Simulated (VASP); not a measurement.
Sb, 2 atoms in the cell. Symmetry: Fd-3m, No. 227, cubic system. The conventional cell has a = 6.803 Å, b = 6.803 Å, c = 6.803 Å, α = 90.00°, β = 90.00°, γ = 90.00°. Within 3.9 Å of Sb (site symmetry -43m) lie 4 Sb at 2.95 Å. 

- Program: VASP 6.6.1
- Task: single point
- Functional: r2SCAN
- Potentials or basis: VASP PAW PBE potentials, release 64 (Sb)
- Cutoff: 520 eV
- k mesh: 9 × 9 × 9
- Occupations: fermi-dirac, width 0.1 eV
- Spin: no spin polarisation
- Dipole correction: no
- Further INCAR settings: ALGO = Normal; EDIFF = 1e-07; NBANDS = 12

Potentials or basis: VASP PAW PBE potentials, release 64 (Sb).

Run with:

```sh
$ cat potpaw_PBE.64/Sb/POTCAR > POTCAR
$ cp INCAR.step1 INCAR
$ mpirun -np 1 vasp_std > vasp.out
$ cp INCAR.step2 INCAR
$ mpirun -np 1 vasp_std > vasp.out
```

Hardware: 1 thread of Intel(R) Xeon(R) 6975P-C (Granite Rapids) (shared host).

How long does it take, and how much memory?

It took 46 s on 1 thread of Intel(R) Xeon(R) 6975P-C (Granite Rapids), on a shared host, peak memory 0.21 GiB. Counts: k points 35.
